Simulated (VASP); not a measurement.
# Sc (P6/mmm) in VASP: notebook, part 2 of 2

VASP 6.6.1. Earlier steps stand in the parts before.

## (6) Single point, PBE

This run uses another cell than the first one, of 21.29 Å³/atom, 1.400 times its volume.

The input, INCAR:

```
  ALGO = Normal
  EDIFF = 1E-6
  ENCUT = 520
  GGA = PE
  ISIF = 2
  ISMEAR = -1
  LASPH = T
  LCHARG = T
  LELF = T
  LREAL = F
  LVHAR = T
  LWAVE = F
  NBANDS = 12
  NELM = 80
  PREC = Accurate
  SIGMA = 0.1
```

The input, KPOINTS:

```
k-points
0
Gamma
  15 15 14
```

The input, POSCAR:

```
Sc
1.0
    2.9851935563      0.0000000000      0.0000000000
   -1.4925967781      2.5852534550      0.0000000000
    0.0000000000      0.0000000000      2.7591070250
Sc
1
Direct
    0.0000000000      0.0000000000      0.0000000000
```

Potentials or basis: VASP PAW PBE potentials, release 64 (Sc_sv).

Launch:

```sh
cat potpaw_PBE.64/Sc_sv/POTCAR > POTCAR
mpirun -np 1 vasp_std > vasp.out
```

OUTCAR:

```text
EDIFF = 1E-6
   ENCUT = 520
   GGA = PE
   ISIF = 2
   ISMEAR = -1
   LASPH = T
   LREAL = F
   NELM = 80
   PREC = Accurate

 ion  position               nearest neighbor table
   1  0.000  0.000  0.000-

  LATTYP: Found a hexagonal cell.
 ALAT       =     2.9851935563
 C/A-ratio  =     0.9242640294

  Lattice vectors:

 A1 = (   2.9851935563,   0.0000000000,   0.0000000000)
 A2 = (  -1.4925967781,   2.5852534550,   0.0000000000)
 A3 = (   0.0000000000,   0.0000000000,   2.7591070250)

Analysis of symmetry for initial positions (statically):
=====================================================================
 Subroutine PRICEL returns:
 Original cell was already a primitive cell.

 Routine SETGRP: Setting up the symmetry group for a
 hexagonal supercell.

 Subroutine GETGRP returns: Found 24 space group operations
 (whereof 24 operations were pure point group operations)
 out of a pool of 24 trial point group operations.

The static configuration has the point symmetry D_6h.

Analysis of symmetry for dynamics (positions and initial velocities):
[... 160 lines left out ...]
 cond. band min:       4.5761802999   @ k =   0.4000   0.2000   0.0714
 fundamental gap:      0.0070946980
 Fermi energy:         4.5736184776

 k-point     1 :       0.0000    0.0000    0.0000
  band No.  band energies     occupation
      1     -44.6509      2.00000
      2     -22.8866      2.00000
      3     -22.8696      2.00000
      4     -22.8696      2.00000
      5      -0.6863      2.00000
      6       4.0485      1.98957
      7       6.3363      0.00000
      8       6.3363      0.00000
      9       9.3027      0.00000
     10       9.3027      0.00000
     11      18.0419      0.00000
     12      18.9698      0.00000
[... 331 lines left out ...]
 k-point    24 :       0.4000    0.2000    0.0000
  band No.  band energies     occupation
      1     -44.5221      2.00000
      2     -23.5053      2.00000
      3     -23.1946      2.00000
      4     -22.8037      2.00000
      5       3.4667      1.99997
      6       4.6425      0.66862
      7       4.6841      0.49785
      8       7.7857      0.00000
      9       8.5455      0.00000
     10      10.2855      0.00000
     11      12.1150      0.00000
     12      13.5672      0.00000

 [... further k-points ...]
[... 5 lines left out ...]
  --------------------------------------------------------------------------------------
  -------------------------------------------------------------------------------------
  Total        1.3072162      1.3072162      1.3009759      0.0000000     -0.0000000     -0.0000000
  in kB       98.3589405     98.3589405     97.8894008      0.0000000     -0.0000000     -0.0000000
  external PRESSURE =      98.2024273 kB  Pullay stress =       0.0000000 kB

 VOLUME and BASIS-vectors are now :
 -----------------------------------------------------------------------------
  energy-cutoff  :      520.00
  volume of cell :       21.29
      direct lattice vectors                 reciprocal lattice vectors
     2.985193556  0.000000000  0.000000000     0.334986654  0.193404635  0.000000000
    -1.492596778  2.585253455  0.000000000     0.000000000  0.386809269  0.000000000
     0.000000000  0.000000000  2.759107025     0.000000000  0.000000000  0.362436104

 POSITION                                       TOTAL-FORCE (eV/Angst)
 -----------------------------------------------------------------------------------
      0.00000      0.00000      0.00000         0.000000      0.000000      0.000000
 -----------------------------------------------------------------------------------
    total drift:                               -0.000000     -0.000000      0.000000

  FREE ENERGIE OF THE ION-ELECTRON SYSTEM (eV)
  ---------------------------------------------------
  free  energy   TOTEN  =        -5.7518866667 eV

  energy  without entropy=       -5.6808923302  energy(sigma->0) =       -5.71638950
```

OSZICAR:

```text
N       E                     dE             d eps       ncg     rms          rms(c)
DAV:   1     0.744450743886E+02    0.74445E+02   -0.51559E+03  5208   0.922E+02
DAV:   2    -0.496341967016E+01   -0.79408E+02   -0.77582E+02  5188   0.287E+02
DAV:   3    -0.636791125471E+01   -0.14045E+01   -0.13767E+01  6652   0.512E+01
DAV:   4    -0.639035328518E+01   -0.22442E-01   -0.22432E-01  6416   0.514E+00
DAV:   5    -0.639064869461E+01   -0.29541E-03   -0.29541E-03  6972   0.562E-01    0.628E+00
DAV:   6    -0.582075177990E+01    0.56990E+00   -0.86261E-01  7784   0.134E+01    0.185E+00
DAV:   7    -0.575675537762E+01    0.63996E-01   -0.14682E-01  8060   0.482E+00    0.497E-01
DAV:   8    -0.575233655781E+01    0.44188E-02   -0.12735E-02  5992   0.166E+00    0.207E-01
DAV:   9    -0.575187328137E+01    0.46328E-03   -0.15719E-03  8008   0.529E-01    0.311E-02
DAV:  10    -0.575188662120E+01   -0.13340E-04   -0.25889E-05  6924   0.557E-02    0.499E-03
DAV:  11    -0.575188666673E+01   -0.45526E-07   -0.37396E-07  3368   0.786E-03
   1 F= -.57518867E+01 E0= -.57163895E+01  d E =-.709943E-01
```

Wall time 24 s (1 thread of Intel Xeon Platinum 8259CL at 2.50GHz (Skylake/Cascade Lake), shared host); peak memory 0.18 GiB.

Results:

```yaml
Free_energy: -5.7519 eV
Pressure: 9.8 GPa
```

Levels at points of the mesh, in eV from the Fermi level:
| k point | band 4 | band 5 | band 6 | band 7 | band 8 | band 9 |
| --- | --- | --- | --- | --- | --- | --- |
| (0.00, 0.00, 0.00) | -27.44 | -5.26 | -0.53 | 1.76 | 1.76 | 4.73 |
| (0.00, 0.00, 0.50) | -27.35 | -1.51 | -0.14 | 2.36 | 2.36 | 2.78 |

## (7) Summary

| cell | gap on the mesh (eV) | pressure (GPa) |
| --- | --- | --- |
| a = 2.670, b = 2.670, c = 2.463 Å, angles 90.0, 90.0, 120.0°, 1 atom | none | 48.5 |
| a = 2.794, b = 2.794, c = 2.550 Å, angles 90.0, 90.0, 120.0°, 1 atom | none | 30.3 |
| a = 2.900, b = 2.900, c = 2.646 Å, angles 90.0, 90.0, 120.0°, 1 atom | none | 18.1 |
| a = 2.985, b = 2.985, c = 2.759 Å, angles 90.0, 90.0, 120.0°, 1 atom | none | 9.8 |

Alike in all rows: task single point; level PBE; potentials or basis VASP PAW PBE potentials, release 64 (Sc_sv); no spin polarisation; k mesh 15 × 15 × 14; cutoff (eV) 520; smearing fermi-dirac 0.1 eV.

Total energies depend on the potentials used, so only differences within one code and one set of settings carry meaning.
